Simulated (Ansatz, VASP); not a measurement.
**SiSe: VASP beside Ansatz**

```
Si Se
1.0
     3.61421    0.00000    0.00000
    -1.80710    3.12999    0.00000
     0.00000    0.00000    3.58845
Si Se
1 1
Direct
  0.66667 0.33333 0.50000
  0.00000 0.00000 0.00000
```

Alike in both runs: functional PBE; k mesh 6 × 6 × 6; occupations gaussian, width 0.1 eV; no spin polarisation.

Ansatz relaxed the structure, and its values are those at the end. VASP's run is a single point on that final structure, the one shown.

```csv
,VASP,Ansatz
version,VASP 6.6.1,Ansatz 0.2.0
potentials or method,"VASP PAW PBE potentials, release 64 (Si, Se), cutoff 520 eV","scalar-relativistic, plane waves, PAW"
valence electrons in the cell,10,20
```

VASP gave:

- gap on the k mesh at the Fermi level (eV): none
- pressure (GPa): 0.0

What did Ansatz give for the same quantities?

gap on the k mesh at the Fermi level (eV): none; pressure (GPa): -0.1.

A gap of «none» marks a metal or a gap that the smearing closes. VASP's potentials hold 10 valence electrons a cell and Ansatz's 20, so a difference there can come from the potentials and not from the codes.
